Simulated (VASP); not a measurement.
# Li4TmGe (P4/mmm) in VASP: single point with PBE

Aim: the single point of Li4TmGe with PBE.

All numbers are computed with VASP 6.6.1; they aren't measurements. Logs are shortened: lines on timing, memory, paths and dates and some standing lists are left out, and cuts for length are marked.

## Step 1: The cell of the first run

It takes space group P4/mmm (No. 123, tetragonal). The conventional cell has a = 5.789 Å, b = 5.789 Å, c = 3.661 Å, α = 90.00°, β = 90.00°, γ = 90.00°. Within 3.0 Å of Li (site symmetry m2m) lie 3 Li at 2.28 to 2.48 Å and 2 Ge at 2.54 Å. Tm (site symmetry 4/mmm) has 16 Li at 3.61 Å and 2 Tm at 3.66 Å and 4 Ge at 4.09 Å within 4.7 Å. Within 3.3 Å of Ge (site symmetry 4/mmm) lie 8 Li at 2.54 Å.

The cell was generated, and may not be a known phase.

## Step 2: Single point, PBE

The input, INCAR:

```
SYSTEM = Li4TmGe
PREC = Accurate ; ENCUT = 750
EDIFF = 1E-6 ; ISMEAR = 0
SIGMA = 0.2 ; LREAL = .FALSE.
LASPH = .TRUE. ; NELM = 200
ALGO = Normal ; ISIF = 2
LWAVE = .FALSE. ; LCHARG = .FALSE.
GGA = PE ; NBANDS = 26
GGA_COMPAT = .FALSE. ; LMAXMIX = 6
```

The input, KPOINTS:

```
Automatic mesh
0
G
  4 4 4
  0 0 0
```

The input, POSCAR:

```
Li4TmGe
1.0
    5.7892548029      0.0000000000      0.0000000000
    0.0000000000      5.7892548029      0.0000000000
    0.0000000000      0.0000000000      3.6613314928
Li Tm Ge
4 1 1
Direct
    0.1968605018      0.5000000000      0.4826752842
    0.8031394982      0.5000000000      0.4826752842
    0.5000000000      0.1968605018      0.4826752842
    0.5000000000      0.8031394982      0.4826752842
    0.0000000000      0.0000000000     -0.0173356415
    0.5000000000      0.5000000000      0.9826737948
```

Potentials or basis: VASP PAW PBE potentials, release 64 (Li_sv, Tm_3, Ge_d), 4f in core.

On the command line:

```
> cat potpaw_PBE.64/Li_sv/POTCAR potpaw_PBE.64/Tm_3/POTCAR potpaw_PBE.64/Ge_d/POTCAR > POTCAR
> mpirun -np 1 vasp_std > vasp.out
```

OUTCAR:

```text
SYSTEM = Li4TmGe
   PREC = Accurate
   ENCUT = 750
   EDIFF = 1E-6
   ISMEAR = 0
   LREAL = .FALSE.
   LASPH = .TRUE.
   NELM = 200
   ISIF = 2
   GGA = PE

 ion  position               nearest neighbor table
   1  0.197  0.500  0.483-   2 2.28   3 2.48   4 2.48   6 2.54   6 2.54
   2  0.803  0.500  0.483-   1 2.28   3 2.48   4 2.48   6 2.54   6 2.54
   3  0.500  0.197  0.483-   4 2.28   2 2.48   1 2.48   6 2.54   6 2.54
   4  0.500  0.803  0.483-   3 2.28   2 2.48   1 2.48   6 2.54   6 2.54
   5  0.000  0.000  0.983-
   6  0.500  0.500  0.983-   1 2.54   2 2.54   3 2.54   4 2.54   1 2.54   2 2.54   3 2.54   4 2.54

  LATTYP: Found a simple tetragonal cell.
 ALAT       =     5.7892548029
 C/A-ratio  =     0.6324357137

  Lattice vectors:

 A1 = (   5.7892548029,   0.0000000000,   0.0000000000)
 A2 = (   0.0000000000,   5.7892548029,   0.0000000000)
 A3 = (   0.0000000000,   0.0000000000,   3.6613314928)

Analysis of symmetry for initial positions (statically):
=====================================================================
 Subroutine PRICEL returns:
 Original cell was already a primitive cell.

 Routine SETGRP: Setting up the symmetry group for a
 simple tetragonal supercell.

 Subroutine GETGRP returns: Found  8 space group operations
 (whereof  8 operations were pure point group operations)
 out of a pool of 16 trial point group operations.

The static configuration has the point symmetry C_4v.

Analysis of symmetry for dynamics (positions and initial velocities):
=====================================================================
 Subroutine PRICEL returns:
 Original cell was already a primitive cell.

 Routine SETGRP: Setting up the symmetry group for a
 simple tetragonal supercell.

 Subroutine GETGRP returns: Found  8 space group operations
 (whereof  8 operations were pure point group operations)
 out of a pool of 16 trial point group operations.

The dynamic configuration has the point symmetry C_4v.

 Subroutine INISYM returns: Found  8 space group operations
 (whereof  8 operations are pure point group operations),
 and found     1 'primitive' translations

----------------------------------------------------------------------------------------

                                     Primitive cell

  volume of cell :     122.7113

  direct lattice vectors                    reciprocal lattice vectors
     5.789254803  0.000000000  0.000000000     0.172733803  0.000000000  0.000000000
     0.000000000  5.789254803  0.000000000     0.000000000  0.172733803  0.000000000
     0.000000000  0.000000000  3.661331493     0.000000000  0.000000000  0.273124682

  length of vectors
     5.789254803  5.789254803  3.661331493     0.172733803  0.172733803  0.273124682

  position of ions in fractional coordinates (direct lattice)
     0.196860502  0.500000000  0.482675284
     0.803139498  0.500000000  0.482675284
     0.500000000  0.196860502  0.482675284
     0.500000000  0.803139498  0.482675284
     0.000000000  0.000000000  0.982664359
     0.500000000  0.500000000  0.982673795

  ion indices of the primitive-cell ions
   primitive index   ion index
                 1           1
                 2           2
                 3           3
                 4           4
                 5           5
                 6           6

----------------------------------------------------------------------------------------

 KPOINTS: Automatic mesh

Automatic generation of k-mesh.
 Grid dimensions read from file:
 generate k-points for:    4    4    4

 Generating k-lattice:

  Cartesian coordinates                     Fractional coordinates (reciprocal lattice)
     0.043183451  0.000000000  0.000000000     0.250000000  0.000000000  0.000000000
     0.000000000  0.043183451  0.000000000     0.000000000  0.250000000  0.000000000
     0.000000000  0.000000000  0.068281171     0.000000000  0.000000000  0.250000000

  Length of vectors
     0.043183451  0.043183451  0.068281171

  Shift w.r.t. Gamma in fractional coordinates (k-lattice)
     0.000000000  0.000000000  0.000000000

 Subroutine IBZKPT returns following result:
 ===========================================

 Found     18 irreducible k-points:

 Following reciprocal coordinates:
            Coordinates               Weight
  0.000000  0.000000  0.000000      1.000000
  0.250000  0.000000  0.000000      4.000000
  0.500000  0.000000  0.000000      2.000000
  0.250000  0.250000  0.000000      4.000000
  0.500000  0.250000  0.000000      4.000000
  0.500000  0.500000  0.000000      1.000000
[... 10 lines left out ...]
  0.500000  0.250000  0.500000      4.000000
  0.500000  0.500000  0.500000      1.000000
   k-points           NKPTS =     18   k-points in BZ     NKDIM =     18   number of bands    NBANDS=     26
   number of dos      NEDOS =    301   number of ions     NIONS =      6
   total plane-waves  NPLWV = 104976
   dimension x,y,z NGX =    54 NGY =   54 NGZ =   36
   dimension x,y,z NGXF=   108 NGYF=  108 NGZF=   72
   ions per type =               4   1   1
   NGX,Y,Z   is equivalent  to a cutoff of  15.51, 15.51, 16.35 a.u.
   NGXF,Y,Z  is equivalent  to a cutoff of  31.01, 31.01, 32.69 a.u.
 SYSTEM =  Li4TmGe
   PREC   = accura    normal or accurate (medium, high low for compatibility)
   ISTART =      0    job   : 0-new  1-cont  2-samecut
   ICHARG =      2    charge: 1-file 2-atom 10-const
   ISPIN  =      1    spin polarized calculation?
   LNONCOLLINEAR =      F non collinear calculations
   LSORBIT =      F    spin-orbit coupling
   LASPH  =      T    aspherical Exc in radial PAW
   ENCUT  =  750.0 eV  55.12 Ry    7.42 a.u.  12.93 12.93  8.18*2*pi/ulx,y,z
   NELM   =    200;   NELMIN=  2; NELMDL= -5     # of ELM steps
   EDIFF  = 0.1E-05   stopping-criterion for ELM
   LREAL  =      F    real-space projection
[... 7 lines left out ...]
   TEBEG  =    0.0;   TEEND  =   0.0 temperature during run
   PSTRESS=    0.0 pullay stress
   NELECT =      35.0000    total number of electrons
   NUPDOWN=      -1.0000    fix difference up-down
   EMIN   =  10.00;   EMAX   =-10.00  energy-range for DOS
   EFERMI =   0.00;   METHOD = LEGACY
   ISMEAR =     0;   SIGMA  =   0.20  broadening in eV -4-tet -1-fermi 0-gaus
   EFERMI_NEDOS =   21; number of points for ismear=-14 and -15
   IALGO  =     38    algorithm
   IMIX   =      4    mixing-type and parameters
     AMIX     =   0.40;   BMIX     =  1.00
     AMIX_MAG =   1.60;   BMIX_MAG =  1.00
  volume/ion in A,a.u.               =      20.45       138.02
  Fermi-wavevector in a.u.,A,eV,Ry     =   1.077629  2.036424 15.800240  1.161285
  Thomas-Fermi vector in A             =   2.213546
   LORBIT       =      0    0 simple, 1 ext, 2 COOP (PROOUT), +10 PAW based schemes
   GGA     = PE    functional components
   LHFCALC =     F    Hartree Fock is set to
   AEXX    =    0.0000 exact exchange contribution
   IVDW    =     0    specifies the selected vdW correction
   LEPSILON=     F    determine dielectric tensor
   LRPA    =     F    only Hartree local field effects (RPA)
 non-spin polarized calculation
 Gauss-broadening in eV      SIGMA  =   0.20
  energy-cutoff  :      750.00
  volume of cell :      122.71
 maximum number of plane-waves:      5772
 NGX is ok and might be reduce to    54
   NGX = 25   NGY = 25   NGZ = 17

 number of electron      35.0000010 magnetization

 Free energy of the ion-electron system (eV)
  ---------------------------------------------------
  ext. energy  EPLUGINS =         0.00000000
  ---------------------------------------------------
  free energy    TOTEN  =       -16.02844858 eV

  energy without entropy =      -15.95217344  energy(sigma->0) =      -15.99031101

 E-fermi :   2.1302     XC(G=0):  -8.5204

 val. band max:        2.1018771558   @ k =   0.0000   0.0000   0.5000
 cond. band min:       2.1653509066   @ k =   0.5000   0.5000   0.5000
 fundamental gap:      0.0634737508
 Fermi energy:         2.1301556185

 k-point     1 :       0.0000    0.0000    0.0000
  band No.  band energies     occupation
      1     -44.0513      2.00000
      2     -43.9968      2.00000
      3     -43.9662      2.00000
      4     -43.9662      2.00000
      5     -24.3984      2.00000
      6     -24.3984      2.00000
[... 18 lines left out ...]
     25       6.9956      0.00000
     26       7.1014      0.00000

 k-point     2 :       0.2500    0.0000    0.0000
  band No.  band energies     occupation
      1     -44.0458      2.00000
      2     -44.0083      2.00000
      3     -43.9662      2.00000
      4     -43.9603      2.00000
      5     -24.3986      2.00000
      6     -24.3984      2.00000
[... 18 lines left out ...]
     25       7.1098      0.00000
     26       7.2579      0.00000

 k-point     3 :       0.5000    0.0000    0.0000
  band No.  band energies     occupation
      1     -44.0350      2.00000
      2     -44.0232      2.00000
      3     -43.9662      2.00000
      4     -43.9561      2.00000
      5     -24.3988      2.00000
      6     -24.3984      2.00000
[... 18 lines left out ...]
     25       7.2036      0.00000
     26       7.2681      0.00000

 k-point     4 :       0.2500    0.2500    0.0000
  band No.  band energies     occupation
      1     -44.0405      2.00000
      2     -44.0129      2.00000
      3     -43.9770      2.00000
      4     -43.9500      2.00000
      5     -24.3986      2.00000
      6     -24.3986      2.00000
[... 18 lines left out ...]
     25       7.1303      0.00000
     26       7.5230      0.00000

 k-point     5 :       0.5000    0.2500    0.0000
  band No.  band energies     occupation
      1     -44.0302      2.00000
      2     -44.0232      2.00000
      3     -43.9820      2.00000
      4     -43.9451      2.00000
      5     -24.3988      2.00000
      6     -24.3986      2.00000
[... 18 lines left out ...]
     25       7.2347      0.00000
     26       7.3811      0.00000

 k-point     6 :       0.5000    0.5000    0.0000
  band No.  band energies     occupation
      1     -44.0232      2.00000
      2     -44.0232      2.00000
      3     -43.9945      2.00000
      4     -43.9397      2.00000
      5     -24.3988      2.00000
      6     -24.3988      2.00000
[... 253 lines left out ...]
 k-point    15 :       0.5000    0.0000    0.5000
  band No.  band energies     occupation
      1     -44.0340      2.00000
      2     -44.0224      2.00000
      3     -43.9656      2.00000
      4     -43.9554      2.00000
      5     -24.3826      2.00000
      6     -24.3820      2.00000
[... 18 lines left out ...]
     25       6.0274      0.00000
     26       6.4169      0.00000

 k-point    16 :       0.2500    0.2500    0.5000
  band No.  band energies     occupation
      1     -44.0396      2.00000
      2     -44.0121      2.00000
      3     -43.9763      2.00000
      4     -43.9494      2.00000
      5     -24.3823      2.00000
      6     -24.3823      2.00000
[... 18 lines left out ...]
     25       5.9300      0.00000
     26       6.4595      0.00000

 k-point    17 :       0.5000    0.2500    0.5000
  band No.  band energies     occupation
      1     -44.0293      2.00000
      2     -44.0224      2.00000
      3     -43.9812      2.00000
      4     -43.9445      2.00000
      5     -24.3825      2.00000
      6     -24.3823      2.00000
[... 18 lines left out ...]
     25       6.4418      0.00000
     26       7.1405      0.00000

 k-point    18 :       0.5000    0.5000    0.5000
  band No.  band energies     occupation
      1     -44.0224      2.00000
      2     -44.0224      2.00000
      3     -43.9935      2.00000
      4     -43.9391      2.00000
      5     -24.3825      2.00000
      6     -24.3825      2.00000
[... 18 lines left out ...]
     25       7.1641      0.00000
     26       7.1961      0.00000

------------------------ aborting loop because EDIFF is reached ----------------------------------------

  FORCE on cell =-STRESS in cart. coord.  units (eV):
  Direction    XX          YY          ZZ          XY          YZ          ZX
  --------------------------------------------------------------------------------------
  -------------------------------------------------------------------------------------
  Total        0.2091770      0.2091770     -0.0315776      0.0000000     -0.0000000      0.0000000
  in kB        2.7311161      2.7311161     -0.4122926      0.0000000     -0.0000000      0.0000000
  external PRESSURE =       1.6833132 kB  Pullay stress =       0.0000000 kB

 VOLUME and BASIS-vectors are now :
 -----------------------------------------------------------------------------
  energy-cutoff  :      750.00
  volume of cell :      122.71
      direct lattice vectors                 reciprocal lattice vectors
     5.789254803  0.000000000  0.000000000     0.172733803  0.000000000  0.000000000
     0.000000000  5.789254803  0.000000000     0.000000000  0.172733803  0.000000000
     0.000000000  0.000000000  3.661331493     0.000000000  0.000000000  0.273124682

 POSITION                                       TOTAL-FORCE (eV/Angst)
 -----------------------------------------------------------------------------------
      1.13968      2.89463      1.76723         0.016932     -0.000000      0.000043
      4.64958      2.89463      1.76723        -0.016932      0.000000      0.000043
      2.89463      1.13968      1.76723        -0.000000      0.016932      0.000043
      2.89463      4.64958      1.76723         0.000000     -0.016932      0.000043
      0.00000      0.00000      3.59786        -0.000000     -0.000000      0.000163
      2.89463      2.89463      3.59789        -0.000000      0.000000     -0.000335
 -----------------------------------------------------------------------------------
    total drift:                                0.000000      0.000000     -0.000489

  FREE ENERGIE OF THE ION-ELECTRON SYSTEM (eV)
  ---------------------------------------------------
  free  energy   TOTEN  =       -16.0284485750 eV

  energy  without entropy=      -15.9521734352  energy(sigma->0) =      -15.99031101
```

It took 65 s on 1 thread of AMD EPYC 9R45 (Zen 5), shared host; peak memory 0.35 GiB.

Results:

- Free energy: -16.0284 eV
- Pressure: 0.2 GPa
- Largest force: 0.017 eV/Å
- Band gap on the k mesh: zero (an odd number of electrons rules out a gap without spin polarisation)

Forces on the atoms (eV/Å):
```
Li   0.017  0.000  0.000
Li  -0.017  0.000  0.000
Li   0.000  0.017  0.000
Li   0.000 -0.017  0.000
Tm   0.000  0.000  0.000
Ge   0.000  0.000  0.000
```

Stress tensor (GPa, compression positive):
```
 0.27  0.00  0.00
 0.00  0.27  0.00
 0.00  0.00 -0.04
```

Caveat: the k points lie up to 0.43 Å⁻¹ apart, too coarse for converged energies and pressures of a metal; spin-orbit coupling is left out, which moves the levels of the heavy elements; the 4f electrons are frozen in the core, so they carry no moment and show no levels. Spin polarisation is off, so any magnetic state and its effect on volume and gap are missing.

The gap in the log of VASP goes by the Fermi energy; the results here count the filled bands.